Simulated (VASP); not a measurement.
BN: single point with PBE

The system is BN.

```
B N
1.0
     0.00000    1.80483    1.80483
     1.80483    0.00000    1.80483
     1.80483    1.80483    0.00000
B N
1 1
Cartesian
  0.0000 0.0000 0.0000
  0.9024 0.9024 0.9024
```

```
Program                : VASP 6.6.1
Task                   : single point
Functional             : PBE
Potentials or basis    : VASP PAW PBE potentials, release 64 (B, N)
Cutoff                 : 520 eV
k mesh                 : 12 × 12 × 12
Occupations            : fermi-dirac, width 0.02 eV
Spin                   : no spin polarisation
Dipole correction      : no
Further INCAR settings : ALGO = Normal; EDIFF = 1e-07; NBANDS = 11
```

The pressure is 5.0 GPa and the band gap on the k mesh is 4.46 eV, indirect (least direct gap 8.84 eV).

Levels at points of the mesh, in eV from the valence-band top:
| k point | band 2 | band 3 | band 4 | band 5 | band 6 | band 7 |
| --- | --- | --- | --- | --- | --- | --- |
| (0.00, 0.00, 0.00) | 0.00 | 0.00 | 0.00 | 8.84 | 8.84 | 8.84 |
| (0.50, 0.00, 0.00) | -10.73 | -1.95 | -1.95 | 10.20 | 10.73 | 10.73 |
| (0.50, 0.50, 0.00) | -8.94 | -4.93 | -4.93 | 4.46 | 9.26 | 17.99 |

Run time: 11 s on 1 thread of AMD EPYC 7R43 64-Core Processor (Zen 3), on a shared host, peak memory 0.09 GiB.

A k mesh can miss the band edges.
